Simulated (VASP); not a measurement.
Write the native input for VASP 6.6.1 that does the following.

- Task: relaxation of cell and atoms
- Functional: PBEsol
- Potentials or basis: VASP PAW PBE potentials, release 64 (Hf_pv, Si, O)
- Cutoff: 600 eV
- k mesh: 6 × 6 × 4
- Occupations: fermi-dirac, width 0.03 eV
- Spin: no spin polarisation
- Dipole correction: no
- Further INCAR settings: ALGO = Normal; EDIFF = 1e-06; IBRION = 2; EDIFFG = -0.01; NSW = 100; ISIF = 3

The structure of HfSiO4 lies in POSCAR:

```
HfSiO4
1.0
    3.5436574200      0.0000000000      0.0000000000
    0.0000000000      3.5436574200      0.0000000000
    0.0000000000      0.0000000000      5.0996919900
Hf Si O
1 1 4
Direct
    0.0000000000      0.0000000000      0.0000000000
    0.5000000000      0.5000000000      0.5000000000
    0.5000000000      0.0000000000      0.7327468500
    0.0000000000      0.5000000000      0.2672531500
    0.5000000000      0.0000000000      0.2672531500
    0.0000000000      0.5000000000      0.7327468500
```

The input as run:

INCAR

```
SYSTEM = HfSiO4
PREC = Accurate ; ENCUT = 600
EDIFF = 1E-6 ; ISMEAR = -1
SIGMA = 0.03 ; LREAL = .False.
LASPH = .True. ; NELM = 80
ALGO = Normal ; ISIF = 3
LWAVE = .False. ; LCHARG = .False.
GGA = PS ; IBRION = 2
NSW = 100 ; EDIFFG = -0.01
```

KPOINTS

```
regular mesh
0
Gamma
  6 6 4
  0 0 0
```

Potentials or basis: VASP PAW PBE potentials, release 64 (Hf_pv, Si, O).

Command:

```bash
$ cat potpaw_PBE.64/Hf_pv/POTCAR potpaw_PBE.64/Si/POTCAR potpaw_PBE.64/O/POTCAR > POTCAR
$ mpirun -np 1 vasp_std > vasp.out
```

Results of the run:

```yaml
Relaxed_volume: 9.32 Å³/atom
Relaxed_cell: a = 3.394 Å, b = 3.394 Å, c = 4.856 Å, α = 90.00°, β = 90.00°, γ = 90.00°
Space_group_after_relaxing_to_0.05_Å: P4/mmm (No. 123)
Energy_gained_by_relaxing: 129.9 meV/atom
Ionic_steps: 9
Pressure_after_relaxing: -0.1 GPa
Band_gap_on_the_k_mesh: 0.09 eV, direct
```

Caveat: the PAW data sets were made with another functional, which shifts forces and pressure a little; spin-orbit coupling is left out, which moves the levels of the heavy elements.

Run time: 3.4 min on 1 thread of Intel(R) Xeon(R) Platinum 8259CL CPU @ 2.50GHz (Skylake/Cascade Lake) (shared host), peak memory 0.22 GiB.
